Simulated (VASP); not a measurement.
ZnS: single point with LDA

ZnS:

```xyz
2
Lattice="0.0000 2.4784 2.4784 2.4784 0.0000 2.4784 2.4784 2.4784 0.0000" Properties=species:S:1:pos:R:3 pbc="T T T"
Zn    0.0000    0.0000    0.0000
S     2.4784    2.4784    2.4784
```

```json
{
  "Program": "VASP 6.6.1",
  "Task": "single point",
  "Functional": "LDA",
  "Potentials or basis": "VASP PAW LDA potentials, release 64 (Zn, S)",
  "Cutoff": "500 eV",
  "k mesh": "14 × 14 × 14",
  "Occupations": "gaussian, width 0.05 eV",
  "Spin": "no spin polarisation",
  "Dipole correction": "no",
  "Further INCAR settings": "ALGO = Normal; EDIFF = 1e-06; NBANDS = 16"
}
```

The pressure is 1.0 GPa. The band gap on the k mesh is zero (bands 9 and 10 overlap by 0.52 eV).

Levels at points of the mesh, in eV from the Fermi level:
```
           k point  band 6  band 7  band 8  band 9  band 10  band 11  band 12  band 13
(0.00, 0.00, 0.00)   -6.63   -0.69   -0.69   -0.69     2.26     8.99     8.99     8.99
(0.50, 0.00, 0.00)   -6.43   -5.70   -0.08   -0.08     3.73     5.36     5.36     7.98
(0.50, 0.50, 0.00)   -5.86   -5.83   -2.86   -2.86    -0.49     5.14    12.38    12.84
```

Wall time 66 s on 1 thread of Intel(R) Xeon(R) Platinum 8375C CPU @ 2.90GHz (Ice Lake) (shared host), peak memory 0.17 GiB.

Caveat: semilocal functionals underestimate gaps, so a narrow gap can read as zero.
